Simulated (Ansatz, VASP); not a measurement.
**One calculation of La, two programs**

```
La
1.0
     2.80725    0.00000    0.00000
    -1.40363    2.43115    0.00000
     0.00000    0.00000    4.78871
La
2
Direct
  0.33333 0.66667 0.25000
  0.66667 0.33333 0.75000
```

Change from the starting cell: volume scaled by 0.5, LAPW.

Alike in both runs: task single point; functional LDA; k mesh 12 × 12 × 7; occupations fermi-dirac, width 0.08 eV; no spin polarisation.

```csv
,VASP,Ansatz
version,VASP 6.6.1,Ansatz 0.2.0
potentials or method,"VASP PAW LDA potentials, release 64 (La), cutoff 520 eV","all-electron LAPW, scalar-relativistic"
```

VASP gave:

* pressure (GPa): 85.2
* traceless stress, the component that is largest in VASP (GPa): -0.30

Estimate Ansatz's values.

pressure (GPa): 84.8; traceless stress, the component that is largest in VASP (GPa): -0.37.

LDA's correlation is that of Perdew and Zunger in VASP and of Perdew and Wang (1992) in Ansatz. Both programs put the cell under a high pressure, so it lies far from rest at this level. Ansatz ran all-electron here, and VASP with PAW potentials.

Spin-orbit coupling is off throughout. Noted on VASP's run: the cell as given lies far from equilibrium.
